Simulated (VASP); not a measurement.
Set up this calculation in VASP 6.6.1, as the native input.

```
Task                   : relaxation of cell and atoms
Functional             : PBE
Potentials or basis    : VASP PAW PBE potentials, release 64 (Si, Ni)
Cutoff                 : 600 eV
k mesh                 : 14 × 14 × 14
Occupations            : gaussian, width 0.1 eV
Spin                   : no spin polarisation
Dipole correction      : no
Further INCAR settings : ALGO = Normal; EDIFF = 1e-06; IBRION = 2; EDIFFG = -0.005; NSW = 100; ISIF = 3
```

The structure of Si2Ni lies in POSCAR:

```
Si2Ni
1.0
    0.0000000000      2.6975000000      2.6975000000
    2.6975000000      0.0000000000      2.6975000000
    2.6975000000      2.6975000000      0.0000000000
Si Ni
2 1
Direct
    0.2500000000      0.2500000000      0.2500000000
    0.7500000000      0.7500000000      0.7500000000
    0.0000000000      0.0000000000      0.0000000000
```

The input as run:

INCAR

```
SYSTEM = Si2Ni
PREC = Accurate ; ENCUT = 600
EDIFF = 1E-6 ; ISMEAR = 0
SIGMA = 0.1 ; LREAL = .False.
LASPH = .True. ; NELM = 60
ALGO = Normal ; ISIF = 3
LWAVE = .False. ; LCHARG = .False.
GGA = PE ; IBRION = 2
NSW = 100 ; EDIFFG = -0.005
```

KPOINTS

```
Automatic mesh
0
Gamma
  14 14 14
  0 0 0
```

Potentials or basis: VASP PAW PBE potentials, release 64 (Si, Ni).

Run with:

```console
$ cat potpaw_PBE.64/Si/POTCAR potpaw_PBE.64/Ni/POTCAR > POTCAR
$ mpirun -np 1 vasp_std > vasp.out
```

Results of the run:

```json
{
 "Relaxed volume": "13.47 Å³/atom",
 "Relaxed cell": "a = 3.852 Å, b = 3.852 Å, c = 3.852 Å, α = 60.00°, β = 60.00°, γ = 60.00°",
 "Space group after relaxing (to 0.05 Å)": "Fm-3m (No. 225)",
 "Energy gained by relaxing": "5.0 meV/atom",
 "Ionic steps": "7",
 "Pressure after relaxing": "0.0 GPa",
 "Band gap on the k mesh": "zero (band 9 reaches 11.79 eV, above the bottom of band 10 at 9.65 eV)"
}
```

Wall time 120 s on 1 thread of Intel(R) Xeon(R) Platinum 8559C (Emerald Rapids) (shared host), peak memory 0.22 GiB.
